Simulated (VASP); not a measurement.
Write the native input for VASP 6.6.1 that does the following.

```yaml
Task: single point
Functional: PBEsol
Potentials_or_basis: VASP PAW PBE potentials, release 64 (Mg, O)
Cutoff: 520 eV
k_mesh: 6 × 6 × 6
Occupations: gaussian, width 0.05 eV
Spin: no spin polarisation
Dipole_correction: no
Further_INCAR_settings: ALGO = Normal; EDIFF = 1e-06; NBANDS = 26
```

The structure of MgO lies in POSCAR:

```
MgO
1.0
    4.2149416169      0.0000000000      0.0000000000
    0.0000000000     -4.2149416169      0.0000000000
    0.0000000000      0.0000000000     -4.2149416169
Mg O
4 4
Direct
    0.0000000000      0.0000000000      0.1005945132
    0.5000000000      0.5000000000      0.0000000000
    0.5000000000      0.0000000000      0.5000000000
    0.0000000000      0.5000000000      0.5000000000
    0.5000000000      0.0000000000      0.0000000000
    0.0000000000      0.5000000000      0.0000000000
    0.0000000000      0.0000000000      0.5000000000
    0.5000000000      0.5000000000      0.5000000000
```

This cell differs from its parent crystal: atom 1 (Mg) moved by +0.000 Å along [1 1 0] and -0.424 Å along [0 0 1].

One way to write it, as run:

INCAR

```
PREC     = Accurate       # precision mode
ENCUT    = 520            # plane-wave cutoff, eV
EDIFF    = 1E-6           # SCF threshold, eV
ISMEAR   = 0              # smearing method
SIGMA    = 0.05           # smearing width, eV
LREAL    = F              # projectors in reciprocal space
LASPH    = T              # aspherical terms in the spheres
NELM     = 100            # most SCF steps
ALGO     = Normal         # electronic algorithm
ISIF     = 2              # what is computed and relaxed
LWAVE    = F              # write WAVECAR
LCHARG   = T              # write CHGCAR
GGA      = PS             # functional
LELF     = T              # ELF
LVHAR    = T            
NBANDS   = 26             # bands
```

KPOINTS

```
Automatic mesh
0
Gamma
  6 6 6
```

Potentials or basis: VASP PAW PBE potentials, release 64 (Mg, O).

Command:

```sh
$ cat potpaw_PBE.64/Mg/POTCAR potpaw_PBE.64/O/POTCAR > POTCAR
$ mpirun -np 1 vasp_std > vasp.out
```

It gave:

```yaml
Pressure: 6.2 GPa
Largest_force: 7.847 eV/Å
Band_gap_on_the_k_mesh: 4.57 eV
```

Caveat: the cell differs from its parent crystal (atom 1 (Mg) moved by +0.000 Å along [1 1 0] and -0.424 Å along [0 0 1]); the stress differs along the axes, from 0 to 19 GPa; the PAW data sets were made with another functional, which shifts forces and pressure a little.

Run time: 24 s on 1 thread of Intel(R) Xeon(R) 6975P-C (Granite Rapids), with other jobs on the host, peak memory 0.2 GiB.
